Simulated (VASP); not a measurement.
# Ti (I4/mmm) in VASP: further runs

Ti is run at these levels: PBEsol; tasks: single point.

Everything below comes from runs of VASP 6.6.1. Logs are shortened: lines on timing, memory, paths and dates and some standing lists are left out, and cuts for length are marked.

## (1) The cell of the first run

It takes space group I4/mmm (No. 139, tetragonal). The conventional cell has a = 2.871 Å, b = 2.871 Å, c = 3.898 Å, α = 90.00°, β = 90.00°, γ = 90.00°. Within 3.7 Å of Ti (site symmetry 4/mmm) lie 12 Ti at 2.81 to 2.87 Å.

## (2) Single point, PBEsol (strain -0.0400 x Voigt [0, 0, 1, 0, 0, 0])

INCAR reads:

```
PREC     = Accurate       # precision mode
ENCUT    = 520            # plane-wave cutoff, eV
EDIFF    = 1E-6           # SCF threshold, eV
ISMEAR   = 0              # smearing method
SIGMA    = 0.15           # smearing width, eV
LREAL    = F              # projectors in reciprocal space
LASPH    = T              # aspherical terms in the spheres
NELM     = 80             # most SCF steps
ALGO     = Fast           # electronic algorithm
ISIF     = 2              # what is computed and relaxed
LWAVE    = F              # write WAVECAR
LCHARG   = T              # write CHGCAR
GGA      = PS             # functional
LELF     = T              # ELF
LVHAR    = T            
NBANDS   = 12             # bands
```

KPOINTS reads:

```
regular mesh
0
Gamma
  20 20 20
```

POSCAR reads:

```
Ti
1.0
    0.0000000000      2.0300000000      1.9488000000
    2.0300000000      0.0000000000      1.9488000000
    2.0300000000      2.0300000000      0.0000000000
Ti
1
Direct
    0.0000000000      0.0000000000      0.0000000000
```

Potentials or basis: VASP PAW PBE potentials, release 64 (Ti_sv).

Run with:

```sh
$ cat potpaw_PBE.64/Ti_sv/POTCAR > POTCAR
$ mpirun -np 1 vasp_std > vasp.out
```

OUTCAR:

```text
PREC = Accurate
   ENCUT = 520
   EDIFF = 1E-6
   ISMEAR = 0
   LREAL = F
   LASPH = T
   NELM = 80
   ISIF = 2
   GGA = PS

 ion  position               nearest neighbor table
   1  0.000  0.000  0.000-

  LATTYP: Found a body centered tetragonal cell.
 ALAT       =     2.8708535316
 C/A-ratio  =     1.3576450199

  Lattice vectors:

 A1 = (   0.0000000000,  -2.0300000000,  -1.9488000000)
 A2 = (   0.0000000000,   2.0300000000,  -1.9488000000)
 A3 = (   2.0300000000,   0.0000000000,   1.9488000000)

Analysis of symmetry for initial positions (statically):
=====================================================================
 Subroutine PRICEL returns:
 Original cell was already a primitive cell.

 Routine SETGRP: Setting up the symmetry group for a
 body centered tetragonal supercell.

 Subroutine GETGRP returns: Found 16 space group operations
 (whereof 16 operations were pure point group operations)
 out of a pool of 16 trial point group operations.

The static configuration has the point symmetry D_4h.

Analysis of symmetry for dynamics (positions and initial velocities):
=====================================================================
 Subroutine PRICEL returns:
 Original cell was already a primitive cell.

 Routine SETGRP: Setting up the symmetry group for a
 body centered tetragonal supercell.

 Subroutine GETGRP returns: Found 16 space group operations
 (whereof 16 operations were pure point group operations)
 out of a pool of 16 trial point group operations.

The dynamic configuration has the point symmetry D_4h.

 Subroutine INISYM returns: Found 16 space group operations
 (whereof 16 operations are pure point group operations),
 and found     1 'primitive' translations

----------------------------------------------------------------------------------------

                                     Primitive cell

  volume of cell :      16.0616

  direct lattice vectors                    reciprocal lattice vectors
     0.000000000  2.030000000  1.948800000    -0.246305419  0.246305419  0.256568144
     2.030000000  0.000000000  1.948800000     0.246305419 -0.246305419  0.256568144
     2.030000000  2.030000000  0.000000000     0.246305419  0.246305419 -0.256568144

  length of vectors
     2.814022288  2.814022288  2.870853532     0.432619846  0.432619846  0.432619846

  position of ions in fractional coordinates (direct lattice)
     0.000000000  0.000000000  0.000000000

  ion indices of the primitive-cell ions
   primitive index   ion index
                 1           1

----------------------------------------------------------------------------------------

 KPOINTS: regular mesh

Automatic generation of k-mesh.
 Grid dimensions read from file:
 generate k-points for:   20   20   20

 Generating k-lattice:

  Cartesian coordinates                     Fractional coordinates (reciprocal lattice)
    -0.012315271  0.012315271  0.012828407     0.050000000 -0.000000000  0.000000000
     0.012315271 -0.012315271  0.012828407    -0.000000000  0.050000000  0.000000000
     0.012315271  0.012315271 -0.012828407     0.000000000  0.000000000  0.050000000

  Length of vectors
     0.021630992  0.021630992  0.021630992

  Shift w.r.t. Gamma in fractional coordinates (k-lattice)
     0.000000000  0.000000000  0.000000000

 Subroutine IBZKPT returns following result:
 ===========================================

 Found    641 irreducible k-points:

 Following reciprocal coordinates:
            Coordinates               Weight
  0.000000  0.000000  0.000000      1.000000
  0.050000 -0.000000  0.000000      8.000000
  0.100000  0.000000  0.000000      8.000000
  0.150000  0.000000  0.000000      8.000000
  0.200000  0.000000  0.000000      8.000000
  0.250000 -0.000000  0.000000      8.000000
[... 16 lines left out ...]
 -0.400000  0.050000  0.000000      8.000000
 -0.350000  0.050000  0.000000      8.000000
 [... further k-points ...]
   k-points           NKPTS =    641   k-points in BZ     NKDIM =    641   number of bands    NBANDS=     12
   number of dos      NEDOS =    301   number of ions     NIONS =      1
   total plane-waves  NPLWV =  13824
   dimension x,y,z NGX =    24 NGY =   24 NGZ =   24
   dimension x,y,z NGXF=    48 NGYF=   48 NGZF=   48
   ions per type =               1
   NGX,Y,Z   is equivalent  to a cutoff of  14.18, 14.18, 13.90 a.u.
   NGXF,Y,Z  is equivalent  to a cutoff of  28.36, 28.36, 27.80 a.u.
 SYSTEM =  unknown system
   PREC   = accura    normal or accurate (medium, high low for compatibility)
   ISTART =      0    job   : 0-new  1-cont  2-samecut
   ICHARG =      2    charge: 1-file 2-atom 10-const
   ISPIN  =      1    spin polarized calculation?
   LNONCOLLINEAR =      F non collinear calculations
   LSORBIT =      F    spin-orbit coupling
   LASPH  =      T    aspherical Exc in radial PAW
   ENCUT  =  520.0 eV  38.22 Ry    6.18 a.u.   5.23  5.23  5.34*2*pi/ulx,y,z
   NELM   =     80;   NELMIN=  2; NELMDL= -5     # of ELM steps
   EDIFF  = 0.1E-05   stopping-criterion for ELM
   LREAL  =      F    real-space projection
   EDIFFG = 0.1E-04   stopping-criterion for IOM
   NSW    =      0    number of steps for IOM
   IBRION =     -1    ionic relax: 0-MD 1-quasi-New 2-CG
   NFREE  =      0    steps in history (QN), initial steepest desc. (CG)
   ISIF   =      2    stress and relaxation
   ISYM   =      2    0-nonsym 1-usesym 2-fastsym
   POTIM  = 0.5000    time-step for ionic-motion
   TEBEG  =    0.0;   TEEND  =   0.0 temperature during run
   PSTRESS=    0.0 pullay stress
   NELECT =      12.0000    total number of electrons
   NUPDOWN=      -1.0000    fix difference up-down
   EMIN   =  10.00;   EMAX   =-10.00  energy-range for DOS
   EFERMI =   0.00;   METHOD = LEGACY
   ISMEAR =     0;   SIGMA  =   0.15  broadening in eV -4-tet -1-fermi 0-gaus
   EFERMI_NEDOS =   21; number of points for ismear=-14 and -15
   IALGO  =     68    algorithm
   IMIX   =      4    mixing-type and parameters
     AMIX     =   0.40;   BMIX     =  1.00
     AMIX_MAG =   1.60;   BMIX_MAG =  1.00
  volume/ion in A,a.u.               =      16.06       108.39
  Fermi-wavevector in a.u.,A,eV,Ry     =   1.485498  2.807185 30.024043  2.206705
  Thomas-Fermi vector in A             =   2.598902
   LORBIT       =      0    0 simple, 1 ext, 2 COOP (PROOUT), +10 PAW based schemes
   GGA     = PS    functional components
   LHFCALC =     F    Hartree Fock is set to
   AEXX    =    0.0000 exact exchange contribution
   IVDW    =     0    specifies the selected vdW correction
   LEPSILON=     F    determine dielectric tensor
   LRPA    =     F    only Hartree local field effects (RPA)
 non-spin polarized calculation
 RMM-DIIS sequential band-by-band and
 Gauss-broadening in eV      SIGMA  =   0.15
  energy-cutoff  :      520.00
  volume of cell :       16.06
 maximum number of plane-waves:       443
 NGX is ok and might be reduce to    24
   NGX = 11   NGY = 11   NGZ = 11

 number of electron      11.9999998 magnetization

 Free energy of the ion-electron system (eV)
  ---------------------------------------------------
  ext. energy  EPLUGINS =         0.00000000
  ---------------------------------------------------
  free energy    TOTEN  =        -8.28291252 eV

  energy without entropy =       -8.26479970  energy(sigma->0) =       -8.27385611

 E-fermi :   8.9440     XC(G=0): -12.0147

 val. band max:        8.9418502940   @ k =   0.3000   0.0000   0.0000
 cond. band min:       8.9448338110   @ k =  -0.3500   0.1000   0.0000
 fundamental gap:      0.0029835170
 Fermi energy:         8.9440475384

 k-point     1 :       0.0000    0.0000    0.0000
  band No.  band energies     occupation
      1     -47.4031      2.00000
      2     -23.2549      2.00000
      3     -23.2549      2.00000
      4     -23.2478      2.00000
      5       2.6723      2.00000
      6       9.7630      0.00000
      7       9.7630      0.00000
      8      10.1035      0.00000
      9      11.4664      0.00000
     10      11.8645      0.00000
     11      24.6765      0.00000
     12      29.1091      0.00000

 k-point     2 :       0.0500   -0.0000    0.0000
  band No.  band energies     occupation
      1     -47.3989      2.00000
      2     -23.2751      2.00000
      3     -23.2582      2.00000
      4     -23.2520      2.00000
      5       2.7601      2.00000
      6       9.7364      0.00000
      7       9.7955      0.00000
      8      10.1062      0.00000
      9      11.4481      0.00000
     10      11.8383      0.00000
     11      24.7642      0.00000
     12      28.6200      0.00000

 k-point     3 :       0.1000    0.0000    0.0000
  band No.  band energies     occupation
      1     -47.3869      2.00000
      2     -23.3394      2.00000
      3     -23.2678      2.00000
      4     -23.2586      2.00000
      5       3.0180      2.00000
      6       9.6244      0.00000
      7       9.8807      0.00000
      8      10.1511      0.00000
      9      11.4088      0.00000
     10      11.7720      0.00000
     11      24.9693      0.00000
     12      27.3905      0.00000
[... 286 lines left out ...]
 k-point    23 :      -0.4000    0.0500    0.0000
  band No.  band energies     occupation
      1     -47.2418      2.00000
      2     -24.0602      2.00000
      3     -23.3772      2.00000
      4     -23.3532      2.00000
      5       6.1048      2.00000
      6       9.3075      0.00061
      7       9.6483      0.00000
      8       9.9823      0.00000
      9      12.6344      0.00000
     10      12.8607      0.00000
     11      18.7800      0.00000
     12      24.2078      0.00000

 k-point    24 :      -0.3500    0.0500    0.0000
  band No.  band energies     occupation
      1     -47.2590      2.00000
      2     -23.9766      2.00000
      3     -23.3611      2.00000
      4     -23.3476      2.00000
      5       5.8427      2.00000
      6       9.0561      0.29084
      7       9.7472      0.00000
      8      10.0287      0.00000
      9      12.2953      0.00000
     10      12.6511      0.00000
     11      19.8131      0.00000
     12      24.5685      0.00000

 [... further k-points ...]
[... 5 lines left out ...]
  --------------------------------------------------------------------------------------
  -------------------------------------------------------------------------------------
  Total        0.3823860      0.3823860      0.5213884      0.0000000      0.0000000     -0.0000000
  in kB       38.1437398     38.1437398     52.0094924      0.0000000      0.0000000     -0.0000000
  external PRESSURE =      42.7656573 kB  Pullay stress =       0.0000000 kB

 VOLUME and BASIS-vectors are now :
 -----------------------------------------------------------------------------
  energy-cutoff  :      520.00
  volume of cell :       16.06
      direct lattice vectors                 reciprocal lattice vectors
     0.000000000  2.030000000  1.948800000    -0.246305419  0.246305419  0.256568144
     2.030000000  0.000000000  1.948800000     0.246305419 -0.246305419  0.256568144
     2.030000000  2.030000000  0.000000000     0.246305419  0.246305419 -0.256568144

 POSITION                                       TOTAL-FORCE (eV/Angst)
 -----------------------------------------------------------------------------------
      0.00000      0.00000      0.00000         0.000000      0.000000      0.000000
 -----------------------------------------------------------------------------------
    total drift:                               -0.000000      0.000000     -0.000000

  FREE ENERGIE OF THE ION-ELECTRON SYSTEM (eV)
  ---------------------------------------------------
  free  energy   TOTEN  =        -8.2829125186 eV

  energy  without entropy=       -8.2647997035  energy(sigma->0) =       -8.27385611
```

Run time: 2.4 min. Hardware: 1 thread of Intel Xeon 6975P-C, shared host; peak memory 0.24 GiB.

Results:

| Property | Result |
| --- | --- |
| Free energy | -8.2829 eV |
| Pressure | 4.3 GPa |
| Band gap on the k mesh | zero (band 6 reaches 9.82 eV, above the bottom of band 7 at 8.46 eV) |

Caveat: the cell differs from its parent crystal (strain -0.0400 x Voigt [0, 0, 1, 0, 0, 0]); the PAW data sets were made with another functional, which shifts forces and pressure a little.

## (3) Single point, PBEsol (strain -0.0200 x Voigt [0, 0, 1, 0, 0, 0])

INCAR reads:

```
PREC = Accurate
ENCUT = 520
EDIFF = 1E-6
ISMEAR = 0
SIGMA = 0.15
LREAL = False
LASPH = True
NELM = 60
ALGO = Normal
ISIF = 2
LWAVE = False
LCHARG = True
GGA = PS
LELF = True
LVHAR = True
NBANDS = 12
```

KPOINTS reads:

```
Automatic mesh
0
Gamma
  20 20 20
```

POSCAR reads:

```
Ti
1.0
    0.0000000000      2.0300000000      1.9894000000
    2.0300000000      0.0000000000      1.9894000000
    2.0300000000      2.0300000000      0.0000000000
Ti
1
Direct
    0.0000000000      0.0000000000      0.0000000000
```

Potentials or basis: VASP PAW PBE potentials, release 64 (Ti_sv).

Run with:

```sh
$ cat potpaw_PBE.64/Ti_sv/POTCAR > POTCAR
$ mpirun -np 1 vasp_std > vasp.out
```

It took 68 s on 1 thread of Intel Xeon 6975P-C, shared host; peak memory 0.24 GiB.

It converged, with:

```yaml
Free_energy: -8.2908 eV
Pressure: 1.8 GPa
Band_gap_on_the_k_mesh: zero (band 6 reaches 9.62 eV, above the bottom of band 7 at 8.30 eV)
```

Stress tensor (GPa, compression positive):
```
1.54 0.00 0.00
0.00 1.54 0.00
0.00 0.00 2.27
```

Levels at points of the mesh, in eV from the Fermi level:
```tsv
k point	band 2	band 3	band 4	band 5	band 6	band 7	band 8	band 9	band 10	band 11
(0.00, 0.00, 0.00)	-32.26	-32.26	-32.26	-6.23	0.86	0.86	1.02	2.57	2.76	15.59
(0.50, 0.00, 0.00)	-33.08	-32.38	-32.35	-2.73	0.68	0.80	0.87	3.81	3.89	8.80
(0.50, 0.50, 0.00)	-33.02	-32.57	-32.57	-2.79	-1.91	3.38	3.82	4.16	4.16	11.50
(0.50, 0.00, 0.50)	-33.02	-32.55	-32.52	-2.79	-1.86	2.99	3.83	4.09	4.22	11.12
```

Caveat: the cell differs from its parent crystal (strain -0.0200 x Voigt [0, 0, 1, 0, 0, 0]); the PAW data sets were made with another functional, which shifts forces and pressure a little.

[end of part 1 of 2]
